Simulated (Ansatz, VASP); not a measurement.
## Two plane-wave programs on SiGe2

```
Si Ge
1.0
     2.81115    0.00000    0.00000
    -1.40558    2.43453    0.00000
     0.00000    0.00000    7.86679
Si Ge
1 2
Direct
  0.00000 0.00000 0.50000
  0.00000 0.00000 0.82810
  0.00000 0.00000 0.17190
```

Alike in both runs: functional PBE; k mesh 18 × 18 × 6; occupations gaussian, width 0.1 eV; no spin polarisation.

Ansatz relaxed the structure, and its values are those at the end. VASP's run is a single point on that final structure, the one shown.

|  | VASP | Ansatz |
| --- | --- | --- |
| version | VASP 6.6.1 | Ansatz 0.2.0 |
| potentials or method | VASP PAW PBE potentials, release 64 (Si, Ge_d), cutoff 520 eV | scalar-relativistic, plane waves, PAW |
| valence electrons in the cell | 32 | 32 |

```csv
,VASP,Ansatz,Ansatz less VASP
gap on the k mesh at the Fermi level (eV),none,none,-
pressure (GPa),0.0,0.0,+0.03
```

A gap of «none» marks a metal or a gap that the smearing closes.
